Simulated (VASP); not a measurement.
**LiCl: single point with r2SCAN**

Crystal: LiCl.

```
Li Cl
1.0
     0.04488    2.56476    2.56476
     2.60964    0.00000    2.60964
     2.56476    2.56476    0.04488
Li Cl
1 1
Cartesian
  0.0000 0.0000 0.0000
  2.6096 2.5648 2.6096
```

This cell differs from its parent crystal: strain +0.0350 x Voigt [0, 0, 0, 0, 1, 0].

```yaml
Program: VASP 6.6.1
Task: single point
Functional: r2SCAN
Potentials_or_basis: VASP PAW PBE potentials, release 64 (Li_sv, Cl)
Cutoff: 520 eV
k_mesh: 8 × 8 × 8
Occupations: gaussian, width 0.05 eV
Spin: no spin polarisation
Dipole_correction: no
Further_INCAR_settings: ALGO = Normal; EDIFF = 1e-06; NBANDS = 12
```

- Band gap on the k mesh: 7.18 eV, direct

Levels at points of the mesh, in eV from the valence-band top:
```csv
k point,band 3,band 4,band 5,band 6,band 7,band 8
"(0.00, 0.00, 0.00)",-0.22,-0.12,0.00,7.18,12.26,12.56
"(0.50, 0.00, 0.00)",-2.94,-0.48,-0.40,7.33,9.97,10.20
"(0.00, 0.50, 0.00)",-2.97,-0.37,-0.28,7.51,10.22,10.45
"(0.50, 0.50, 0.00)",-3.05,-1.24,-1.23,8.66,8.82,13.41
"(0.50, 0.00, 0.50)",-3.05,-1.39,-1.07,8.53,8.96,13.46
```

Run time: 2.6 min on 1 thread of Intel(R) Xeon(R) Platinum 8259CL CPU @ 2.50GHz (Skylake/Cascade Lake), with other jobs on the host, peak memory 0.17 GiB.

Caveat: the cell differs from its parent crystal (strain +0.0350 x Voigt [0, 0, 0, 0, 1, 0]). A k mesh can miss the band edges.
